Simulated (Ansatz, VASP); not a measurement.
## Two plane-wave programs on NiO2

```
Ni O
1.0
     2.73044    0.00000    0.00000
    -1.36522    2.36463    0.00000
     0.00000    0.00000    5.16955
Ni O
1 2
Cartesian
  0.0000 0.0000 2.5848
  1.3652 0.7882 3.2950
  0.0000 1.5764 1.8746
```

Alike in both runs: task single point; functional PBEsol; k mesh 12 × 12 × 6; occupations gaussian, width 0.05 eV; no spin polarisation.

|  | VASP | Ansatz |
| --- | --- | --- |
| version | VASP 6.6.1 | Ansatz 0.2.0 |
| potentials or method | VASP PAW PBE potentials, release 64 (Ni, O), cutoff 520 eV | scalar-relativistic, plane waves, PAW |
| valence electrons in the cell | 22 | 30 |

```csv
,VASP,Ansatz,Ansatz less VASP
gap on the k mesh at the Fermi level (eV),1.02,1.04,+0.024
least direct gap on the mesh (eV),1.64,1.69,+0.053
rms of the force components (eV/Å),2.913,2.892,-0.0209
```

VASP's potentials were made for PBE, not for PBEsol. Atom by atom the forces differ by 0.021 eV/Å (rms over components). VASP's potentials hold 22 valence electrons a cell and Ansatz's 30, so a difference there can come from the potentials and not from the codes.
